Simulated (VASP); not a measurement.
# Cd2Ru in VASP: single point with r2SCAN

Aim: the single point of Cd2Ru with r2SCAN.

Everything below comes from runs of VASP 6.6.1. Logs are shortened: lines on timing, memory, paths and dates and some standing lists are left out, and cuts for length are marked.

## Step 1: The cell of the first run

The cell holds a disordered packing, 6 atoms: a = 5.020 Å, b = 5.851 Å, c = 4.651 Å, α = 89.47°, β = 105.98°, γ = 78.51°.

## Step 2: Single point, r2SCAN

File POSCAR:

```
Cd2Ru
1.0
    4.6161340000      0.9939030000     -1.7031210000
   -0.1085180000      5.8415070000     -0.3200390000
    0.2527600000      0.3014600000      4.6346050000
Cd Ru
4 2
Direct
    0.1900250000      0.8933180000      0.4667040000
    0.1430010000      0.6900660000      0.9641160000
    0.7514060000      0.6134550000      0.4665760000
    0.5157690000      0.2047610000      0.4181660000
    0.6375730000      0.4048140000      0.9418650000
    0.6117560000      0.9289130000      0.9700540000
```

File INCAR.step1:

```
ALGO = Normal ; EDIFF = 1E-5
ENCUT = 520 ; GGA = PE
GGA_COMPAT = F ; ISMEAR = -1
LASPH = T ; LCHARG = F
LREAL = F ; LWAVE = T
NBANDS = 65 ; NELM = 120
PREC = Accurate ; SIGMA = 0.1
```

File INCAR.step2:

```
ALGO = Normal ; EDIFF = 1E-6
ENCUT = 520 ; GGA_COMPAT = F
ISIF = 2 ; ISMEAR = -1
ISTART = 1 ; LASPH = T
LCHARG = T ; LELF = T
LMIXTAU = T ; LREAL = F
LVHAR = T ; LWAVE = F
METAGGA = R2SCAN ; NBANDS = 65
NELM = 120 ; PREC = Accurate
SIGMA = 0.1
```

File KPOINTS:

```
Automatic mesh
0
Gamma
  4 3 4
  0 0 0.5
```

Potentials or basis: VASP PAW PBE potentials, release 64 (Cd_sv_GW, Ru_sv).

Command:

```console
$ cat potpaw_PBE.64/Cd_sv_GW/POTCAR potpaw_PBE.64/Ru_sv/POTCAR > POTCAR
$ cp INCAR.step1 INCAR
$ mpirun -np 1 vasp_std > vasp.out
$ cp INCAR.step2 INCAR
$ mpirun -np 1 vasp_std > vasp.out
```

OUTCAR:

```text
EDIFF = 1E-6
   ENCUT = 520
   ISIF = 2
   ISMEAR = -1
   ISTART = 1
   LASPH = T
   LREAL = F
   METAGGA = R2SCAN
   NELM = 120
   PREC = Accurate

 ion  position               nearest neighbor table
   1  0.190  0.893  0.467-   2 2.61
   2  0.143  0.690  0.964-   1 2.61
   3  0.751  0.613  0.467-   5 2.71
   4  0.516  0.205  0.418-   5 2.68
   5  0.638  0.405  0.942-   4 2.68   3 2.71
   6  0.612  0.929  0.970-

  LATTYP: Found a triclinic cell.
 ALAT       =     5.8290387310
 B/A-ratio  =     0.7979483417
 C/A-ratio  =     1.0038145354
 COS(alpha) =     0.0091967440
 COS(beta)  =     0.1788567225
 COS(gamma) =     0.5609023117

  Lattice vectors:

 A1 = (  -4.8688940000,  -1.2953630000,  -2.9314840000)
 A2 = (  -0.2527600000,  -0.3014600000,  -4.6346050000)
 A3 = (   0.1085180000,  -5.8415070000,   0.3200390000)

Analysis of symmetry for initial positions (statically):
=====================================================================
 Subroutine PRICEL returns:
 Original cell was already a primitive cell.

 Routine SETGRP: Setting up the symmetry group for a
 triclinic supercell.

 Subroutine GETGRP returns: Found  1 space group operations
 (whereof  1 operations were pure point group operations)
 out of a pool of  2 trial point group operations.

The static configuration has the point symmetry C_1 .

Analysis of symmetry for dynamics (positions and initial velocities):
=====================================================================
 Subroutine PRICEL returns:
 Original cell was already a primitive cell.

 Routine SETGRP: Setting up the symmetry group for a
 triclinic supercell.

 Subroutine GETGRP returns: Found  1 space group operations
 (whereof  1 operations were pure point group operations)
 out of a pool of  2 trial point group operations.

The dynamic configuration has the point symmetry C_1 .

 Subroutine INISYM returns: Found  1 space group operations
 (whereof  1 operations are pure point group operations),
 and found     1 'primitive' translations

----------------------------------------------------------------------------------------

                                     Primitive cell

  volume of cell :     128.4082

  direct lattice vectors                    reciprocal lattice vectors
     4.616134000  0.993903000 -1.703121000     0.211587464  0.003286746 -0.011753250
    -0.108518000  5.841507000 -0.320039000    -0.039871070  0.169961465 -0.008880751
     0.252760000  0.301460000  4.634605000     0.075000730  0.012944366  0.210835790

  length of vectors
     5.019677023  5.851273806  4.651271789     0.211939134  0.174801228  0.224152619

  position of ions in fractional coordinates (direct lattice)
     0.190025000  0.893318000  0.466704000
     0.143001000  0.690066000  0.964116000
     0.751406000  0.613455000  0.466576000
     0.515769000  0.204761000  0.418166000
     0.637573000  0.404814000  0.941865000
     0.611756000  0.928913000  0.970054000

  ion indices of the primitive-cell ions
   primitive index   ion index
                 1           1
                 2           2
                 3           3
                 4           4
                 5           5
                 6           6

----------------------------------------------------------------------------------------

 KPOINTS: Automatic mesh

Automatic generation of k-mesh.
 Grid dimensions read from file:
 generate k-points for:    4    3    4

 Generating k-lattice:

  Cartesian coordinates                     Fractional coordinates (reciprocal lattice)
     0.052896866  0.000821687 -0.002938312     0.250000000  0.000000000  0.000000000
    -0.013290357  0.056653822 -0.002960250     0.000000000  0.333333333  0.000000000
     0.018750182  0.003236091  0.052708948     0.000000000 -0.000000000  0.250000000

  Length of vectors
     0.052984784  0.058267076  0.056038155

  Shift w.r.t. Gamma in fractional coordinates (k-lattice)
     0.000000000  0.000000000  0.500000000

 Subroutine IBZKPT returns following result:
 ===========================================

 Found     24 irreducible k-points:

 Following reciprocal coordinates:
            Coordinates               Weight
 -0.000000  0.000000  0.125000      2.000000
  0.250000  0.000000  0.125000      2.000000
  0.500000  0.000000  0.125000      2.000000
 -0.250000  0.000000  0.125000      2.000000
  0.000000  0.333333  0.125000      2.000000
  0.250000  0.333333  0.125000      2.000000
[... 16 lines left out ...]
  0.500000 -0.333333  0.375000      2.000000
 -0.250000 -0.333333  0.375000      2.000000
   k-points           NKPTS =     24   k-points in BZ     NKDIM =     24   number of bands    NBANDS=     65
   number of dos      NEDOS =    301   number of ions     NIONS =      6
   total plane-waves  NPLWV =  69120
   dimension x,y,z NGX =    40 NGY =   48 NGZ =   36
   dimension x,y,z NGXF=    80 NGYF=   96 NGZF=   72
   ions per type =               4   2
   NGX,Y,Z   is equivalent  to a cutoff of  13.25, 13.64, 12.87 a.u.
   NGXF,Y,Z  is equivalent  to a cutoff of  26.50, 27.28, 25.73 a.u.
 SYSTEM =  unknown system
   PREC   = accura    normal or accurate (medium, high low for compatibility)
   ISTART =      1    job   : 0-new  1-cont  2-samecut
   ICHARG =      0    charge: 1-file 2-atom 10-const
   ISPIN  =      1    spin polarized calculation?
   LNONCOLLINEAR =      F non collinear calculations
   LSORBIT =      F    spin-orbit coupling
   LASPH  =      T    aspherical Exc in radial PAW
   ENCUT  =  520.0 eV  38.22 Ry    6.18 a.u.   9.33 10.88  8.65*2*pi/ulx,y,z
   NELM   =    120;   NELMIN=  2; NELMDL=  0     # of ELM steps
   EDIFF  = 0.1E-05   stopping-criterion for ELM
   LREAL  =      F    real-space projection
[... 7 lines left out ...]
   TEBEG  =    0.0;   TEEND  =   0.0 temperature during run
   PSTRESS=    0.0 pullay stress
   NELECT =     112.0000    total number of electrons
   NUPDOWN=      -1.0000    fix difference up-down
   EMIN   =  10.00;   EMAX   =-10.00  energy-range for DOS
   EFERMI =   0.00;   METHOD = LEGACY
   ISMEAR =    -1;   SIGMA  =   0.10  broadening in eV -4-tet -1-fermi 0-gaus
   EFERMI_NEDOS =   21; number of points for ismear=-14 and -15
   IALGO  =     38    algorithm
   IMIX   =      4    mixing-type and parameters
     AMIX     =   0.40;   BMIX     =  1.00
     AMIX_MAG =   1.60;   BMIX_MAG =  1.00
  volume/ion in A,a.u.               =      21.40       144.42
  Fermi-wavevector in a.u.,A,eV,Ry     =   1.564168  2.955848 33.288292  2.446620
  Thomas-Fermi vector in A             =   2.666831
   LORBIT       =      0    0 simple, 1 ext, 2 COOP (PROOUT), +10 PAW based schemes
   METAGGA = R2SCAN    functional components
   LHFCALC =     F    Hartree Fock is set to
   AEXX    =    0.0000 exact exchange contribution
   IVDW    =     0    specifies the selected vdW correction
   LEPSILON=     F    determine dielectric tensor
   LRPA    =     F    only Hartree local field effects (RPA)
 non-spin polarized calculation
  energy-cutoff  :      520.00
  volume of cell :      128.41
 maximum number of plane-waves:      3474
 NGX is ok and might be reduce to    40
   NGX = 19   NGY = 21   NGZ = 17

 number of electron     111.9999993 magnetization

 Free energy of the ion-electron system (eV)
  ---------------------------------------------------
  ext. energy  EPLUGINS =         0.00000000
  ---------------------------------------------------
  free energy    TOTEN  =      -127.45904857 eV

  energy without entropy =     -127.29057229  energy(sigma->0) =     -127.37481043

 E-fermi :   6.4179     XC(G=0): -11.9527

 val. band max:        6.4164836513   @ k =   0.2500  -0.0000   0.3750
 cond. band min:       6.4339793130   @ k =   0.5000   0.3333   0.3750
 fundamental gap:      0.0174956617
 Fermi energy:         6.4179311862

 k-point     1 :      -0.0000    0.0000    0.1250
  band No.  band energies     occupation
      1     -99.4761      2.00000
      2     -99.2139      2.00000
      3     -99.1461      2.00000
      4     -98.8820      2.00000
      5     -67.5871      2.00000
      6     -67.4344      2.00000
[... 57 lines left out ...]
     64      11.9789      0.00000
     65      12.7584      0.00000

 k-point     2 :       0.2500    0.0000    0.1250
  band No.  band energies     occupation
      1     -99.4761      2.00000
      2     -99.2139      2.00000
      3     -99.1461      2.00000
      4     -98.8820      2.00000
      5     -67.5871      2.00000
      6     -67.4344      2.00000
[... 57 lines left out ...]
     64      12.5126      0.00000
     65      13.0940      0.00000

 k-point     3 :       0.5000    0.0000    0.1250
  band No.  band energies     occupation
      1     -99.4761      2.00000
      2     -99.2139      2.00000
      3     -99.1461      2.00000
      4     -98.8820      2.00000
      5     -67.5872      2.00000
      6     -67.4344      2.00000
[... 1417 lines left out ...]
     64      14.0370      0.00000
     65      14.6547      0.00000

 k-point    24 :      -0.2500   -0.3333    0.3750
  band No.  band energies     occupation
      1     -99.4759      2.00000
      2     -99.2139      2.00000
      3     -99.1461      2.00000
      4     -98.8819      2.00000
      5     -67.5866      2.00000
      6     -67.4350      2.00000
[... 57 lines left out ...]
     64      11.7717      0.00000
     65      13.5624      0.00000

------------------------ aborting loop because EDIFF is reached ----------------------------------------

  FORCE on cell =-STRESS in cart. coord.  units (eV):
  Direction    XX          YY          ZZ          XY          YZ          ZX
  --------------------------------------------------------------------------------------
  -------------------------------------------------------------------------------------
  Total       -3.8673770     -6.3841123      1.3597011      2.1823912      2.0800413      0.9745399
  in kB      -48.2541287    -79.6559987     16.9652946     27.2301834     25.9531413     12.1595526
  external PRESSURE =     -36.9816109 kB  Pullay stress =       0.0000000 kB

 VOLUME and BASIS-vectors are now :
 -----------------------------------------------------------------------------
  energy-cutoff  :      520.00
  volume of cell :      128.41
      direct lattice vectors                 reciprocal lattice vectors
     4.616134000  0.993903000 -1.703121000     0.211587464  0.003286746 -0.011753250
    -0.108518000  5.841507000 -0.320039000    -0.039871070  0.169961465 -0.008880751
     0.252760000  0.301460000  4.634605000     0.075000730  0.012944366  0.210835790

 POSITION                                       TOTAL-FORCE (eV/Angst)
 -----------------------------------------------------------------------------------
      0.89820      5.54788      1.55346        -0.725620      0.849234      0.140524
      0.82892      4.46380      4.00390         0.230738     -0.938239      0.215015
      3.51995      4.47098      0.68633        -0.259789      0.028983     -0.118191
      2.46433      1.83480      0.99409         0.239603      0.005198     -0.142861
      3.13726      3.28234      3.14975         0.076472     -0.484999      0.430476
      2.96833      6.32671      3.15663         0.438595      0.539824     -0.524963
 -----------------------------------------------------------------------------------
    total drift:                                0.000762     -0.002384     -0.000278

  FREE ENERGIE OF THE ION-ELECTRON SYSTEM (eV)
  ---------------------------------------------------
  free  energy   TOTEN  =      -127.4590485705 eV

  energy  without entropy=     -127.2905722902  energy(sigma->0) =     -127.37481043
```

Run time: 8.2 min. Hardware: 1 thread of Intel Xeon 6975P-C (Granite Rapids), shared host; peak memory 0.36 GiB.

Results:

```
Free energy            : -127.4590 eV
Pressure               : -3.7 GPa
Largest force          : 1.126 eV/Å
Band gap on the k mesh : zero (bands 56 and 57 overlap by 0.38 eV)
```

Forces on the atoms (eV/Å):
```
Cd  -0.726  0.849  0.141
Cd   0.231 -0.938  0.215
Cd  -0.260  0.029 -0.118
Cd   0.240  0.005 -0.143
Ru   0.076 -0.485  0.430
Ru   0.439  0.540 -0.525
```

Caveat: the k points lie up to 0.37 Å⁻¹ apart; the PAW data sets were made with another functional, which shifts forces and pressure a little.
